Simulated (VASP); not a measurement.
# Ti6Co (Pm-3m) in VASP: a series of runs, part 2 of 2

VASP 6.6.1. The steps go on from the part before.

### 3 Single point, PBE, collinear spin, ferromagnetic start

This run uses another cell than the first one, of 27.24 Å³/atom.

Input file INCAR:

```
PREC = Accurate
ENCUT = 520
EDIFF = 1E-7
ISMEAR = 0
SIGMA = 0.1
LREAL = F
LASPH = T
NELM = 150
ALGO = Normal
ISIF = 2
LWAVE = F
LCHARG = T
ISPIN = 2
MAGMOM = 0 0 0 0 0 0 3
LORBIT = 11
LMAXMIX = 4
GGA = PE
LELF = T
LVHAR = T
NBANDS = 54
```

Input file KPOINTS:

```
Automatic mesh
0
Gamma
  4 4 4
```

Input file POSCAR:

```
Ti6Co
1.0
    5.7554632123      0.0000000000      0.0000000000
    0.0000000000      5.7554632123      0.0000000000
    0.0000000000      0.0000000000      5.7554632123
Ti Co
6 1
Direct
    0.8273963109      0.5000000000      0.5000000000
    0.1726036891      0.5000000000      0.5000000000
    0.5000000000      0.5000000000      0.8273963109
    0.5000000000      0.5000000000      0.1726036891
    0.5000000000      0.1726036891      0.5000000000
    0.5000000000      0.8273963109      0.5000000000
    0.0000000000      0.0000000000      0.0000000000
```

Potentials or basis: VASP PAW PBE potentials, release 64 (Ti_sv, Co).

Started as:

```bash
> cat potpaw_PBE.64/Ti_sv/POTCAR potpaw_PBE.64/Co/POTCAR > POTCAR
> mpirun -np 1 vasp_std > vasp.out
```

OUTCAR:

```text
PREC = Accurate
   ENCUT = 520
   EDIFF = 1E-7
   ISMEAR = 0
   LREAL = F
   LASPH = T
   NELM = 150
   ISIF = 2
   ISPIN = 2
   LORBIT = 11
   GGA = PE

 ion  position               nearest neighbor table
   1  0.827  0.500  0.500-   2 1.99   3 2.66   4 2.66   5 2.66   6 2.66
   2  0.173  0.500  0.500-   1 1.99   3 2.66   4 2.66   5 2.66   6 2.66
   3  0.500  0.500  0.827-   4 1.99   2 2.66   1 2.66   5 2.66   6 2.66
   4  0.500  0.500  0.173-   3 1.99   2 2.66   1 2.66   5 2.66   6 2.66
   5  0.500  0.173  0.500-   6 1.99   2 2.66   3 2.66   4 2.66   1 2.66
   6  0.500  0.827  0.500-   5 1.99   2 2.66   3 2.66   4 2.66   1 2.66
   7  0.000  0.000  0.000-

  LATTYP: Found a simple cubic cell.
 ALAT       =     5.7554632123

  Lattice vectors:

 A1 = (   5.7554632123,   0.0000000000,   0.0000000000)
 A2 = (   0.0000000000,   5.7554632123,   0.0000000000)
 A3 = (   0.0000000000,   0.0000000000,   5.7554632123)

Analysis of symmetry for initial positions (statically):
=====================================================================
 Subroutine PRICEL returns:
 Original cell was already a primitive cell.

 Routine SETGRP: Setting up the symmetry group for a
 simple cubic supercell.

 Subroutine GETGRP returns: Found 48 space group operations
 (whereof 48 operations were pure point group operations)
 out of a pool of 48 trial point group operations.

The static configuration has the point symmetry O_h .

Analysis of symmetry for dynamics (positions and initial velocities):
=====================================================================
 Subroutine PRICEL returns:
 Original cell was already a primitive cell.

 Routine SETGRP: Setting up the symmetry group for a
 simple cubic supercell.

 Subroutine GETGRP returns: Found 48 space group operations
 (whereof 48 operations were pure point group operations)
 out of a pool of 48 trial point group operations.

The dynamic configuration has the point symmetry O_h .

Analysis of structural, dynamic, and magnetic symmetry:
=====================================================================
 Subroutine PRICEL returns:
 Original cell was already a primitive cell.

 Routine SETGRP: Setting up the symmetry group for a
 simple cubic supercell.

 Subroutine GETGRP returns: Found 48 space group operations
 (whereof 48 operations were pure point group operations)
 out of a pool of 48 trial point group operations.

The overall configuration has the point symmetry O_h .

 Subroutine INISYM returns: Found 48 space group operations
 (whereof 48 operations are pure point group operations),
 and found     1 'primitive' translations

----------------------------------------------------------------------------------------

                                     Primitive cell

  volume of cell :     190.6518

  direct lattice vectors                    reciprocal lattice vectors
     5.755463212  0.000000000  0.000000000     0.173747961  0.000000000  0.000000000
     0.000000000  5.755463212  0.000000000     0.000000000  0.173747961  0.000000000
     0.000000000  0.000000000  5.755463212     0.000000000  0.000000000  0.173747961

  length of vectors
[... 86 lines left out ...]
   TEBEG  =    0.0;   TEEND  =   0.0 temperature during run
   PSTRESS=    0.0 pullay stress
   NELECT =      81.0000    total number of electrons
   NUPDOWN=      -1.0000    fix difference up-down
   EMIN   =  10.00;   EMAX   =-10.00  energy-range for DOS
   EFERMI =   0.00;   METHOD = LEGACY
   ISMEAR =     0;   SIGMA  =   0.10  broadening in eV -4-tet -1-fermi 0-gaus
   EFERMI_NEDOS =   21; number of points for ismear=-14 and -15
   IALGO  =     38    algorithm
   IMIX   =      4    mixing-type and parameters
     AMIX     =   0.40;   BMIX     =  1.00
     AMIX_MAG =   1.60;   BMIX_MAG =  1.00
  volume/ion in A,a.u.               =      27.24       183.80
  Fermi-wavevector in a.u.,A,eV,Ry     =   1.230711  2.325707 20.608072  1.514651
  Thomas-Fermi vector in A             =   2.365549
   LORBIT       =     11    0 simple, 1 ext, 2 COOP (PROOUT), +10 PAW based schemes
   GGA     = PE    functional components
   LHFCALC =     F    Hartree Fock is set to
   AEXX    =    0.0000 exact exchange contribution
   IVDW    =     0    specifies the selected vdW correction
   LEPSILON=     F    determine dielectric tensor
   LRPA    =     F    only Hartree local field effects (RPA)
 spin polarized calculation
 Gauss-broadening in eV      SIGMA  =   0.10
  energy-cutoff  :      520.00
  volume of cell :      190.65
 maximum number of plane-waves:      5216
 NGX is ok and might be reduce to    48
   NGX = 21   NGY = 21   NGZ = 21

 number of electron      81.0000010 magnetization       0.0007608

 number of electron      81.0000010 magnetization      -0.0000452

 Free energy of the ion-electron system (eV)
  ---------------------------------------------------
  ext. energy  EPLUGINS =         0.00000000
  ---------------------------------------------------
  free energy    TOTEN  =       -35.95551488 eV

  energy without entropy =      -35.82442500  energy(sigma->0) =      -35.88996994

 E-fermi :   3.3917     XC(G=0):  -8.9110

 val. band max:        3.3862418154   @ k =   0.5000   0.5000   0.2500
 cond. band min:       3.4031002355   @ k =   0.5000   0.2500   0.2500
 fundamental gap:      0.0168584200
 Fermi energy:         3.3916994931

 spin component 1

 k-point     1 :       0.0000    0.0000    0.0000
  band No.  band energies     occupation
      1     -53.5037      1.00000
      2     -53.3585      1.00000
      3     -53.3585      1.00000
      4     -52.5457      1.00000
      5     -52.5457      1.00000
      6     -52.5457      1.00000
[... 539 lines left out ...]
     51       4.3718      0.00000
     52       4.3718      0.00000
 Fermi energy:         3.3916994931

 spin component 2

 k-point     1 :       0.0000    0.0000    0.0000
  band No.  band energies     occupation
      1     -53.5037      1.00000
      2     -53.3585      1.00000
      3     -53.3585      1.00000
      4     -52.5457      1.00000
      5     -52.5457      1.00000
      6     -52.5457      1.00000
[... 539 lines left out ...]
     51       4.3717      0.00000
     52       4.3717      0.00000
 [bands above 52 left out]

------------------------ aborting loop because EDIFF is reached ----------------------------------------

  FORCE on cell =-STRESS in cart. coord.  units (eV):
  Direction    XX          YY          ZZ          XY          YZ          ZX
  --------------------------------------------------------------------------------------
  -------------------------------------------------------------------------------------
  Total        0.2810699      0.2810699      0.2810699      0.0000000      0.0000000      0.0000000
  in kB        2.3620226      2.3620226      2.3620226      0.0000000      0.0000000      0.0000000
  external PRESSURE =       2.3620226 kB  Pullay stress =       0.0000000 kB

 VOLUME and BASIS-vectors are now :
 -----------------------------------------------------------------------------
  energy-cutoff  :      520.00
  volume of cell :      190.65
      direct lattice vectors                 reciprocal lattice vectors
     5.755463212  0.000000000  0.000000000     0.173747961  0.000000000  0.000000000
     0.000000000  5.755463212  0.000000000     0.000000000  0.173747961  0.000000000
     0.000000000  0.000000000  5.755463212     0.000000000  0.000000000  0.173747961

 POSITION                                       TOTAL-FORCE (eV/Angst)
 -----------------------------------------------------------------------------------
      4.76205      2.87773      2.87773        -0.352539      0.000000     -0.000000
      0.99341      2.87773      2.87773         0.352539     -0.000000     -0.000000
      2.87773      2.87773      4.76205        -0.000000     -0.000000     -0.352539
      2.87773      2.87773      0.99341         0.000000      0.000000      0.352539
      2.87773      0.99341      2.87773        -0.000000      0.352539     -0.000000
      2.87773      4.76205      2.87773         0.000000     -0.352539     -0.000000
      0.00000      0.00000      0.00000         0.000000      0.000000     -0.000000
 -----------------------------------------------------------------------------------
    total drift:                                0.000000     -0.000000      0.000000

  FREE ENERGIE OF THE ION-ELECTRON SYSTEM (eV)
  ---------------------------------------------------
  free  energy   TOTEN  =       -35.9555148776 eV

  energy  without entropy=      -35.8244250027  energy(sigma->0) =      -35.88996994

 total charge

# of ion       s       p       d       tot
------------------------------------------
    1        2.233   6.035   2.328  10.596
    2        2.233   6.035   2.328  10.596
    3        2.233   6.035   2.328  10.596
    4        2.233   6.035   2.328  10.596
    5        2.233   6.035   2.328  10.596
    6        2.233   6.035   2.328  10.596
    7        0.219   0.054   7.294   7.567
--------------------------------------------------
tot         13.614  36.266  21.264  71.144

 magnetization (x)

# of ion       s       p       d       tot
------------------------------------------
    1       -0.000  -0.000  -0.000  -0.000
    2       -0.000  -0.000  -0.000  -0.000
    3       -0.000  -0.000  -0.000  -0.000
    4       -0.000  -0.000  -0.000  -0.000
    5       -0.000  -0.000  -0.000  -0.000
    6       -0.000  -0.000  -0.000  -0.000
    7       -0.000  -0.000   0.000   0.000
--------------------------------------------------
tot         -0.000  -0.000   0.000   0.000
```

Wall time 26 min (1 thread of Intel Xeon 8259CL, shared host); peak memory 0.49 GiB.

What came out:

| Quantity | Value |
| --- | --- |
| Free energy | -35.9555 eV |
| Pressure | 0.2 GPa |
| Largest force | 0.353 eV/Å |
| Net moment | 0.00 μB per cell |
| Valence electrons inside the program's atomic spheres | Ti 10.60; Co 7.57 |

Forces on the atoms (eV/Å):
```
Ti  -0.353  0.000  0.000
Ti   0.353  0.000  0.000
Ti   0.000  0.000 -0.353
Ti   0.000  0.000  0.353
Ti   0.000  0.353  0.000
Ti   0.000 -0.353  0.000
Co   0.000  0.000  0.000
```

Caveat: atoms lie so close that the PAW spheres overlap strongly, which falsifies energies and pressures.
